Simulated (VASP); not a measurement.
Set up this calculation in VASP 6.6.1, as the native input.

```
Task                   : relaxation of cell and atoms
Functional             : LDA
Potentials or basis    : VASP PAW LDA potentials, release 64 (K_sv, H, C, O)
Cutoff                 : 600 eV
k mesh                 : 6 × 6 × 4
Occupations            : gaussian, width 0.01 eV
Spin                   : no spin polarisation
Dipole correction      : no
Further INCAR settings : ALGO = Normal; EDIFF = 1e-06; IBRION = 2; EDIFFG = -0.001; NSW = 80; ISIF = 3
```

The structure of KHCO2 lies in POSCAR:

```
KHCO2
1.0
    2.8642049560     -3.2593785823      0.0000000000
    2.8642049560      3.2593785823      0.0000000000
    0.0000000000      0.0000000000      6.6363914203
K H C O
2 2 2 4
Direct
    0.0000000000      0.0000000000      0.5000000000
    0.0000000000      0.0000000000      0.0000000000
    0.4284245888      0.5715754112      0.2500000000
    0.5715754112      0.4284245888      0.7500000000
    0.6004474161      0.3995525839      0.2500000000
    0.3995525839      0.6004474161      0.7500000000
    0.4952743714      0.1159586829      0.2500000000
    0.1159586829      0.4952743714      0.7500000000
    0.5047256286      0.8840413171      0.7500000000
    0.8840413171      0.5047256286      0.2500000000
```

These files were run (other wordings do the same):

INCAR

```
PREC = Accurate
ENCUT = 600
EDIFF = 1E-6
ISMEAR = 0
SIGMA = 0.01
LREAL = False
LASPH = True
NELM = 80
ALGO = Normal
ISIF = 3
LWAVE = False
LCHARG = False
GGA = CA
IBRION = 2
NSW = 80
EDIFFG = -0.001
```

KPOINTS

```
regular mesh
0
Gamma
  6 6 4
```

Potentials or basis: VASP PAW LDA potentials, release 64 (K_sv, H, C, O).

The run is started by

```sh
$ cat potpaw_LDA.64/K_sv/POTCAR potpaw_LDA.64/H/POTCAR potpaw_LDA.64/C/POTCAR potpaw_LDA.64/O/POTCAR > POTCAR
$ mpirun -np 1 vasp_std > vasp.out
```

Results of the run:

| Item | Value |
| --- | --- |
| Relaxed volume | 12.36 Å³/atom |
| Relaxed cell | a = 4.333 Å, b = 4.333 Å, c = 6.637 Å, α = 90.00°, β = 90.00°, γ = 97.34° |
| Space group after relaxing (to 0.1 Å) | Cmcm (No. 63) |
| Energy gained by relaxing | 0.5 meV/atom |
| Ionic steps | 72 |
| Pressure after relaxing | 0.0 GPa |
| Band gap on the k mesh | 3.82 eV |

Wall time 33 min on 1 thread of Intel(R) Xeon(R) Platinum 8559C (Emerald Rapids) (shared host), peak memory 0.33 GiB.
